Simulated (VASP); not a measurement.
# FeS2 (Pa-3) in VASP: settings compared

The runs below take FeS2 through electric field gradients, with PBE, LDA.

Everything below comes from runs of VASP 6.6.1. Logs are shortened: lines on timing, memory, paths and dates and some standing lists are left out, and cuts for length are marked.

## 1. The cell of the first run

It takes space group Pa-3 (No. 205, cubic). The conventional cell has a = 5.418 Å, b = 5.418 Å, c = 5.418 Å, α = 90.00°, β = 90.00°, γ = 90.00°. Within 3.0 Å of Fe (site symmetry -3) lie 6 S at 2.26 Å. S (site symmetry 3) has 1 S at 2.16 Å and 3 Fe at 2.26 Å within 2.9 Å.

## 2. Electric field gradients, PBE, collinear spin, ferromagnetic start

The input, INCAR:

```
SYSTEM = FeS2
PREC     = Accurate       ! precision mode
ENCUT    = 520            ! plane-wave cutoff, eV
EDIFF    = 1E-8           ! SCF threshold, eV
ISMEAR   = -1             ! smearing method
SIGMA    = 0.05           ! smearing width, eV
LREAL    = .False.        ! projectors in reciprocal space
LASPH    = .True.         ! aspherical terms in the spheres
NELM     = 200            ! most SCF steps
ALGO     = Normal         ! electronic algorithm
ISIF     = 2              ! what is computed and relaxed
LWAVE    = .False.        ! write WAVECAR
LCHARG   = .False.        ! write CHGCAR
ISPIN    = 2              ! spin polarisation
MAGMOM   = 3 3 3 3 0 0 0 0 0 0 0 0 ! initial moments
LORBIT   = 11             ! projections on sites
LMAXMIX  = 4              ! l up to which the mixer works
GGA      = PE             ! functional
LEFG     = .True.       
NBANDS   = 56             ! bands
GGA_COMPAT= .False.
```

The input, KPOINTS:

```
Automatic mesh
0
Gamma
  8 8 8
  0 0 0
```

The input, POSCAR:

```
FeS2
1.0
    5.4178000000      0.0000000000      0.0000000000
    0.0000000000      5.4178000000      0.0000000000
    0.0000000000      0.0000000000      5.4178000000
Fe S
4 8
Direct
    0.0000000000      0.0000000000      0.0000000000
    0.5000000000      0.0000000000      0.5000000000
    0.5000000000      0.5000000000      0.0000000000
    0.0000000000      0.5000000000      0.5000000000
    0.3848200000      0.3848200000      0.3848200000
    0.1151800000      0.6151800000      0.8848200000
    0.8848200000      0.1151800000      0.6151800000
    0.6151800000      0.8848200000      0.1151800000
    0.6151800000      0.6151800000      0.6151800000
    0.8848200000      0.3848200000      0.1151800000
    0.1151800000      0.8848200000      0.3848200000
    0.3848200000      0.1151800000      0.8848200000
```

Potentials or basis: VASP PAW PBE potentials, release 64 (Fe, S).

Command:

```console
> cat potpaw_PBE.64/Fe/POTCAR potpaw_PBE.64/S/POTCAR > POTCAR
> mpirun -np 1 vasp_std > vasp.out
```

OUTCAR:

```text
SYSTEM = FeS2
   PREC = Accurate
   ENCUT = 520
   EDIFF = 1E-8
   ISMEAR = -1
   LREAL = .False.
   LASPH = .True.
   NELM = 200
   ISIF = 2
   ISPIN = 2
   LORBIT = 11
   GGA = PE

 ion  position               nearest neighbor table
   1  0.000  0.000  0.000-   6 2.26   7 2.26   8 2.26  10 2.26  11 2.26  12 2.26
   2  0.500  0.000  0.500-   5 2.26   7 2.26   8 2.26   9 2.26  11 2.26  12 2.26
   3  0.500  0.500  0.000-   5 2.26   6 2.26   8 2.26   9 2.26  10 2.26  12 2.26
   4  0.000  0.500  0.500-   5 2.26   6 2.26   7 2.26   9 2.26  10 2.26  11 2.26
   5  0.385  0.385  0.385-   9 2.16   3 2.26   4 2.26   2 2.26
   6  0.115  0.615  0.885-  10 2.16   3 2.26   4 2.26   1 2.26
   7  0.885  0.115  0.615-  11 2.16   2 2.26   4 2.26   1 2.26
   8  0.615  0.885  0.115-  12 2.16   2 2.26   3 2.26   1 2.26
   9  0.615  0.615  0.615-   5 2.16   3 2.26   4 2.26   2 2.26
  10  0.885  0.385  0.115-   6 2.16   3 2.26   4 2.26   1 2.26
  11  0.115  0.885  0.385-   7 2.16   2 2.26   4 2.26   1 2.26
  12  0.385  0.115  0.885-   8 2.16   2 2.26   3 2.26   1 2.26

  LATTYP: Found a simple cubic cell.
 ALAT       =     5.4178000000

  Lattice vectors:

 A1 = (   5.4178000000,   0.0000000000,   0.0000000000)
 A2 = (   0.0000000000,   5.4178000000,   0.0000000000)
 A3 = (   0.0000000000,   0.0000000000,   5.4178000000)

Analysis of symmetry for initial positions (statically):
=====================================================================
 Subroutine PRICEL returns:
 Original cell was already a primitive cell.

 Routine SETGRP: Setting up the symmetry group for a
 simple cubic supercell.

 Subroutine GETGRP returns: Found 24 space group operations
 (whereof  6 operations were pure point group operations)
 out of a pool of 48 trial point group operations.

The static configuration has the point symmetry S_6 .
 The point group associated with its full space group is T_h .

Analysis of symmetry for dynamics (positions and initial velocities):
=====================================================================
 Subroutine PRICEL returns:
 Original cell was already a primitive cell.

 Routine SETGRP: Setting up the symmetry group for a
 simple cubic supercell.

 Subroutine GETGRP returns: Found 24 space group operations
 (whereof  6 operations were pure point group operations)
 out of a pool of 48 trial point group operations.

The dynamic configuration has the point symmetry S_6 .
 The point group associated with its full space group is T_h .

Analysis of structural, dynamic, and magnetic symmetry:
[... 2875 lines left out ...]
  ---------------------------------------------------
  free  energy   TOTEN  =       -72.1025725473 eV

  energy  without entropy=      -72.1024447996  energy(sigma->0) =      -72.10250867

 Electric field gradients (V/A^2)
---------------------------------------------------------------------
 ion       V_xx      V_yy      V_zz      V_xy      V_xz      V_yz
---------------------------------------------------------------------
   1      -0.000    -0.000     0.000   -16.334   -16.334   -16.334
   2       0.000     0.000     0.000   -16.334    16.334    16.334
   3      -0.000    -0.000     0.000    16.334    16.334   -16.334
   4      -0.000    -0.000     0.000    16.334   -16.334    16.334
   5      -0.000    -0.000     0.000    72.400    72.400    72.400
   6      -0.000    -0.000     0.000    72.400   -72.400   -72.400
   7      -0.000    -0.000     0.000   -72.400   -72.400    72.400
   8      -0.000    -0.000     0.000   -72.400    72.400   -72.400
   9      -0.000    -0.000     0.000    72.400    72.400    72.400
  10      -0.000    -0.000     0.000    72.400   -72.400   -72.400
  11      -0.000    -0.000     0.000   -72.400   -72.400    72.400
  12      -0.000    -0.000    -0.000   -72.400    72.400   -72.400
---------------------------------------------------------------------

 Electric field gradients after diagonalization (V/A^2)
 (convention: |V_zz| > |V_xx| > |V_yy|)
----------------------------------------------------------------------
 ion       V_xx      V_yy      V_zz     asymmetry (V_yy - V_xx)/ V_zz
----------------------------------------------------------------------
   1      16.334    16.334   -32.668       0.000
   2      16.334    16.334   -32.668       0.000
   3      16.334    16.334   -32.668       0.000
   4      16.334    16.334   -32.668       0.000
   5     -72.400   -72.400   144.800       0.000
   6     -72.400   -72.400   144.800       0.000
   7     -72.400   -72.400   144.800       0.000
   8     -72.400   -72.400   144.800       0.000
   9     -72.400   -72.400   144.800       0.000
  10     -72.400   -72.400   144.800       0.000
  11     -72.400   -72.400   144.800       0.000
  12     -72.400   -72.400   144.800       0.000
----------------------------------------------------------------------

           NMR quadrupolar parameters

 Cq : quadrupolar parameter    Cq=e*Q*V_zz/h
 eta: asymmetry parameters     (V_yy - V_xx)/ V_zz
 Q  : nuclear electric quadrupole moment in mb (millibarn)
----------------------------------------------------------------------
 ion       Cq(MHz)       eta       Q (mb)
----------------------------------------------------------------------
   1      -0.079       0.000       1.000
   2      -0.079       0.000       1.000
   3      -0.079       0.000       1.000
   4      -0.079       0.000       1.000
   5       0.350       0.000       1.000
   6       0.350       0.000       1.000
   7       0.350       0.000       1.000
   8       0.350       0.000       1.000
   9       0.350       0.000       1.000
  10       0.350       0.000       1.000
  11       0.350       0.000       1.000
  12       0.350       0.000       1.000
----------------------------------------------------------------------

 total charge

# of ion       s       p       d       tot
------------------------------------------
    1        0.422   0.622   6.489   7.532
    2        0.422   0.622   6.489   7.532
    3        0.422   0.622   6.489   7.532
    4        0.422   0.622   6.489   7.532
    5        1.348   2.297   0.000   3.645
    6        1.348   2.297   0.000   3.645
    7        1.348   2.297   0.000   3.645
    8        1.348   2.297   0.000   3.645
    9        1.348   2.297   0.000   3.645
   10        1.348   2.297   0.000   3.645
   11        1.348   2.297   0.000   3.645
   12        1.348   2.297   0.000   3.645
--------------------------------------------------
tot         12.467  20.866  25.954  59.287

 magnetization (x)

# of ion       s       p       d       tot
------------------------------------------
    1       -0.000  -0.000  -0.000  -0.000
    2       -0.000  -0.000  -0.000  -0.000
    3       -0.000  -0.000  -0.000  -0.000
    4       -0.000  -0.000  -0.000  -0.000
    5        0.000   0.000   0.000   0.000
    6        0.000   0.000   0.000   0.000
    7        0.000   0.000   0.000   0.000
    8        0.000   0.000   0.000   0.000
    9        0.000   0.000   0.000   0.000
   10        0.000   0.000   0.000   0.000
   11        0.000   0.000   0.000   0.000
   12        0.000   0.000   0.000   0.000
--------------------------------------------------
tot          0.000   0.000  -0.000  -0.000
```

It took 11 min on 1 thread of Intel Xeon 6975P-C (Granite Rapids), shared host; peak memory 0.65 GiB.

Results:

```
Free energy                                           : -72.1026 eV
Pressure                                              : -0.9 GPa
Largest force                                         : 0.234 eV/Å
Band gap on the k mesh                                : 0.62 eV, indirect (least direct gap 0.66 eV)
Net moment                                            : 0.00 μB per cell
Valence electrons inside the program's atomic spheres : Fe 7.53; S 3.65
```

Forces on the atoms (eV/Å):
```
Fe   0.000  0.000  0.000
Fe   0.000  0.000  0.000
Fe   0.000  0.000  0.000
Fe   0.000  0.000  0.000
S   -0.135 -0.135 -0.135
S    0.135  0.135 -0.135
S   -0.135  0.135  0.135
S    0.135 -0.135  0.135
S    0.135  0.135  0.135
S   -0.135 -0.135  0.135
S    0.135 -0.135 -0.135
S   -0.135  0.135 -0.135
```

Electric field gradients, principal values (V/Å²):
| atom | least | middle | greatest (by size) |
| --- | --- | --- | --- |
| 1 Fe | 16.334 | 16.334 | -32.668 |
| 2 Fe | 16.334 | 16.334 | -32.668 |
| 3 Fe | 16.334 | 16.334 | -32.668 |
| 4 Fe | 16.334 | 16.334 | -32.668 |
| 5 S | -72.400 | -72.400 | 144.800 |
| 6 S | -72.400 | -72.400 | 144.800 |
| 7 S | -72.400 | -72.400 | 144.800 |
| 8 S | -72.400 | -72.400 | 144.800 |
| 9 S | -72.400 | -72.400 | 144.800 |
| 10 S | -72.400 | -72.400 | 144.800 |
| 11 S | -72.400 | -72.400 | 144.800 |
| 12 S | -72.400 | -72.400 | 144.800 |

Caveat: the starting moments collapsed, and a magnetic state may lie lower; without QUAD_EFG the Cq values of the log hold for a quadrupole moment of 1 mb, not for the nuclei. A k mesh can miss the band edges.

## 3. Electric field gradients, LDA, collinear spin, ferromagnetic start

The input, INCAR:

```
PREC = Accurate
ENCUT = 520
EDIFF = 1E-8
ISMEAR = -1
SIGMA = 0.05
LREAL = False
LASPH = True
NELM = 200
ALGO = Normal
ISIF = 2
LWAVE = False
LCHARG = False
ISPIN = 2
MAGMOM = 3 3 3 3 0 0 0 0 0 0 0 0
LORBIT = 11
LMAXMIX = 4
GGA = CA
LEFG = True
NBANDS = 56
GGA_COMPAT = False
KPAR = 4
```

The input, KPOINTS:

```
regular mesh
0
Gamma
  8 8 8
```

The input, POSCAR:

```
FeS2
1.0
    5.4178000000      0.0000000000      0.0000000000
    0.0000000000      5.4178000000      0.0000000000
    0.0000000000      0.0000000000      5.4178000000
Fe S
4 8
Direct
    0.0000000000      0.0000000000      0.0000000000
    0.5000000000      0.0000000000      0.5000000000
    0.5000000000      0.5000000000      0.0000000000
    0.0000000000      0.5000000000      0.5000000000
    0.3828072759      0.3828072759      0.3828072759
    0.1171927241      0.6171927241      0.8828072759
    0.8828072759      0.1171927241      0.6171927241
    0.6171927241      0.8828072759      0.1171927241
    0.6171927241      0.6171927241      0.6171927241
    0.8828072759      0.3828072759      0.1171927241
    0.1171927241      0.8828072759      0.3828072759
    0.3828072759      0.1171927241      0.8828072759
```

Potentials or basis: VASP PAW LDA potentials, release 64 (Fe, S).

Command:

```console
> cat potpaw_LDA.64/Fe/POTCAR potpaw_LDA.64/S/POTCAR > POTCAR
> mpirun -np 4 vasp_std > vasp.out
```

OUTCAR:

```text
PREC = Accurate
   ENCUT = 520
   EDIFF = 1E-8
   ISMEAR = -1
   LREAL = False
   LASPH = True
   NELM = 200
   ISIF = 2
   ISPIN = 2
   LORBIT = 11
   GGA = CA

 ion  position               nearest neighbor table
   1  0.000  0.000  0.000-   6 2.26   7 2.26   8 2.26  10 2.26  11 2.26  12 2.26
   2  0.500  0.000  0.500-   5 2.26   7 2.26   8 2.26   9 2.26  11 2.26  12 2.26
   3  0.500  0.500  0.000-   5 2.26   6 2.26   8 2.26   9 2.26  10 2.26  12 2.26
   4  0.000  0.500  0.500-   5 2.26   6 2.26   7 2.26   9 2.26  10 2.26  11 2.26
   5  0.383  0.383  0.383-   9 2.20   3 2.26   4 2.26   2 2.26
   6  0.117  0.617  0.883-  10 2.20   3 2.26   4 2.26   1 2.26
   7  0.883  0.117  0.617-  11 2.20   2 2.26   4 2.26   1 2.26
   8  0.617  0.883  0.117-  12 2.20   2 2.26   3 2.26   1 2.26
   9  0.617  0.617  0.617-   5 2.20   3 2.26   4 2.26   2 2.26
  10  0.883  0.383  0.117-   6 2.20   3 2.26   4 2.26   1 2.26
  11  0.117  0.883  0.383-   7 2.20   2 2.26   4 2.26   1 2.26
  12  0.383  0.117  0.883-   8 2.20   2 2.26   3 2.26   1 2.26

  LATTYP: Found a simple cubic cell.
 ALAT       =     5.4178000000

  Lattice vectors:

 A1 = (   5.4178000000,   0.0000000000,   0.0000000000)
 A2 = (   0.0000000000,   5.4178000000,   0.0000000000)
 A3 = (   0.0000000000,   0.0000000000,   5.4178000000)

Analysis of symmetry for initial positions (statically):
=====================================================================
 Subroutine PRICEL returns:
 Original cell was already a primitive cell.

 Routine SETGRP: Setting up the symmetry group for a
 simple cubic supercell.

 Subroutine GETGRP returns: Found 24 space group operations
 (whereof  6 operations were pure point group operations)
 out of a pool of 48 trial point group operations.

The static configuration has the point symmetry S_6 .
 The point group associated with its full space group is T_h .

Analysis of symmetry for dynamics (positions and initial velocities):
=====================================================================
 Subroutine PRICEL returns:
 Original cell was already a primitive cell.

 Routine SETGRP: Setting up the symmetry group for a
 simple cubic supercell.
[... 2899 lines left out ...]
   7       0.000    -0.000    -0.000   -69.133   -69.133    69.133
   8       0.000    -0.000     0.000   -69.133    69.133   -69.133
   9       0.000     0.000    -0.000    69.133    69.133    69.133
  10       0.000    -0.000     0.000    69.133   -69.133   -69.133
  11       0.000    -0.000    -0.000   -69.133   -69.133    69.133
  12       0.000    -0.000     0.000   -69.133    69.133   -69.133
---------------------------------------------------------------------

 Electric field gradients after diagonalization (V/A^2)
 (convention: |V_zz| > |V_xx| > |V_yy|)
----------------------------------------------------------------------
 ion       V_xx      V_yy      V_zz     asymmetry (V_yy - V_xx)/ V_zz
----------------------------------------------------------------------
   1      17.106    17.106   -34.211       0.000
   2      17.106    17.106   -34.211       0.000
   3      17.106    17.106   -34.211       0.000
   4      17.106    17.106   -34.211       0.000
   5     -69.133   -69.133   138.267       0.000
   6     -69.133   -69.133   138.267       0.000
   7     -69.133   -69.133   138.267       0.000
   8     -69.133   -69.133   138.267       0.000
   9     -69.133   -69.133   138.267       0.000
  10     -69.133   -69.133   138.267       0.000
  11     -69.133   -69.133   138.267       0.000
  12     -69.133   -69.133   138.267       0.000
----------------------------------------------------------------------

           NMR quadrupolar parameters

 Cq : quadrupolar parameter    Cq=e*Q*V_zz/h
 eta: asymmetry parameters     (V_yy - V_xx)/ V_zz
 Q  : nuclear electric quadrupole moment in mb (millibarn)
----------------------------------------------------------------------
 ion       Cq(MHz)       eta       Q (mb)
----------------------------------------------------------------------
   1      -0.083       0.000       1.000
   2      -0.083       0.000       1.000
   3      -0.083       0.000       1.000
   4      -0.083       0.000       1.000
   5       0.334       0.000       1.000
   6       0.334       0.000       1.000
   7       0.334       0.000       1.000
   8       0.334       0.000       1.000
   9       0.334       0.000       1.000
  10       0.334       0.000       1.000
  11       0.334       0.000       1.000
  12       0.334       0.000       1.000
----------------------------------------------------------------------

 total charge

# of ion       s       p       d       tot
------------------------------------------
    1        0.428   0.631   6.516   7.575
    2        0.428   0.631   6.516   7.575
    3        0.428   0.631   6.516   7.575
    4        0.428   0.631   6.516   7.575
    5        1.347   2.275   0.000   3.623
    6        1.347   2.275   0.000   3.623
    7        1.347   2.275   0.000   3.623
    8        1.347   2.275   0.000   3.623
    9        1.347   2.275   0.000   3.623
   10        1.347   2.275   0.000   3.623
   11        1.347   2.275   0.000   3.623
   12        1.347   2.275   0.000   3.623
--------------------------------------------------
tot         12.491  20.724  26.065  59.281

 magnetization (x)

# of ion       s       p       d       tot
------------------------------------------
    1       -0.000  -0.000  -0.000  -0.000
    2       -0.000  -0.000  -0.000  -0.000
    3       -0.000  -0.000  -0.000  -0.000
    4       -0.000  -0.000  -0.000  -0.000
    5        0.000   0.000   0.000   0.000
    6        0.000   0.000   0.000   0.000
    7        0.000   0.000   0.000   0.000
    8        0.000   0.000   0.000   0.000
    9        0.000   0.000   0.000   0.000
   10        0.000   0.000   0.000   0.000
   11        0.000   0.000   0.000   0.000
   12        0.000   0.000   0.000   0.000
--------------------------------------------------
tot         -0.000   0.000  -0.000   0.000
```

OSZICAR:

```text
N       E                     dE             d eps       ncg     rms          rms(c)
DAV:   1     0.781788371377E+03    0.78179E+03   -0.33675E+04 10080   0.153E+03
DAV:   2     0.289492048132E+02   -0.75284E+03   -0.71529E+03 10136   0.390E+02
[... 12 lines left out ...]
DAV:  15    -0.836962967149E+02    0.51404E-05   -0.20931E-05 15032   0.288E-02    0.379E-02
DAV:  16    -0.836962962112E+02    0.50368E-06   -0.22036E-06 12600   0.124E-02    0.175E-02
DAV:  17    -0.836962957966E+02    0.41460E-06   -0.46703E-07 15464   0.701E-03    0.499E-03
DAV:  18    -0.836962957781E+02    0.18495E-07   -0.11766E-07 15040   0.203E-03    0.235E-03
DAV:  19    -0.836962957678E+02    0.10319E-07   -0.13327E-08  7112   0.819E-04    0.955E-04
DAV:  20    -0.836962957659E+02    0.18217E-08   -0.16419E-08  7968   0.821E-04
   1 F= -.83696296E+02 E0= -.83695893E+02  d E =-.806054E-03  mag=     0.0000
```

stdout:

```text
POSCAR found type information on POSCAR FeS
 POSCAR found :  2 types and      12 ions
 scaLAPACK will be used
 LDA part: xc-table for (Slater(with rela. corr.)+CA(PZ))
 , standard interpolation
 POSCAR, INCAR and KPOINTS ok, starting setup
 FFT: planning ... GRIDC
 FFT: planning ... GRID_SOFT
 FFT: planning ... GRID
 WAVECAR not read
 entering main loop
ion   1

ion   2

ion   3

ion   4

ion   5

ion   6

ion   7

ion   8

ion   9

ion  10

ion  11

ion  12
```

It took 3.4 min on 4 MPI ranks of Intel Xeon Platinum 8375C at 2.90GHz (Ice Lake), shared host; peak memory 0.58 GiB.

Results:

* Free energy: -83.6963 eV
* Pressure: -12.0 GPa
* Largest force: 0.087 eV/Å
* Band gap on the k mesh: 0.38 eV, indirect (least direct gap 0.43 eV)
* Net moment: 0.00 μB per cell
* Valence electrons inside the program's atomic spheres: Fe 7.58; S 3.62

Forces on the atoms (eV/Å):
```
Fe   0.000  0.000  0.000
Fe   0.000  0.000  0.000
Fe   0.000  0.000  0.000
Fe   0.000  0.000  0.000
S   -0.050 -0.050 -0.050
S    0.050  0.050 -0.050
S   -0.050  0.050  0.050
S    0.050 -0.050  0.050
S    0.050  0.050  0.050
S   -0.050 -0.050  0.050
S    0.050 -0.050 -0.050
S   -0.050  0.050 -0.050
```

Electric field gradients, principal values (V/Å²):
```csv
atom,least,middle,greatest (by size)
1 Fe,17.106,17.106,-34.211
2 Fe,17.106,17.106,-34.211
3 Fe,17.106,17.106,-34.211
4 Fe,17.106,17.106,-34.211
5 S,-69.133,-69.133,138.267
6 S,-69.133,-69.133,138.267
7 S,-69.133,-69.133,138.267
8 S,-69.133,-69.133,138.267
9 S,-69.133,-69.133,138.267
10 S,-69.133,-69.133,138.267
11 S,-69.133,-69.133,138.267
12 S,-69.133,-69.133,138.267
```

Caveat: the starting moments collapsed, and a magnetic state may lie lower; without QUAD_EFG the Cq values of the log hold for a quadrupole moment of 1 mb, not for the nuclei.

(Continued in part 2 of 3.)
